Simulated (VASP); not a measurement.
Runs of VASP 6.6.1 on Ta. The structure is that of space group Fd-3m (No. 227), or close to it. The cells are those of the table. This isn't the form of Ta at room conditions, which is bcc.

```tsv
task	cell	gap on the mesh (eV)	pressure (GPa)
relaxation of cell and atoms	relaxed to 10 GPa from a = 4.045 Å, angles 60.0°, 2 atoms	none	10.0
single point	a = 4.152 Å, angles 60.0°, 2 atoms	none	10.2
relaxation of cell and atoms	relaxed from a = 4.045 Å, angles 60.0°, 2 atoms	none	0.1
single point	a = 4.038 Å, angles 60.0°, 2 atoms	none	(a)
relaxation of cell and atoms	relaxed to 5 GPa from a = 4.045 Å, angles 60.0°, 2 atoms	none	4.9
relaxation of cell and atoms	relaxed to 20 GPa from a = 4.045 Å, angles 60.0°, 2 atoms	none	20.0
single point	a = 4.226 Å, angles 60.0°, 2 atoms	none	5.1
single point	a = 4.321 Å, angles 60.0°, 2 atoms	none	0.0
```

Alike in all rows: level PBE; potentials or basis VASP PAW PBE potentials, release 64 (Ta_pv); no spin polarisation; k mesh 7 × 7 × 7; cutoff (eV) 500; smearing gaussian 0.05 eV.

Estimate the missing entries.

(a) 20.4.

Caveats: spin-orbit coupling is left out, which moves the levels of the heavy elements; the cell is relaxed towards a set pressure, so the run minimises the enthalpy, not the energy (at least some runs); the cell stands under pressure (at least some runs).

A k mesh can miss the band edges, and the runs leave out spin-orbit coupling on Ta.

A gap of «none» marks levels without a gap at the run's occupations.
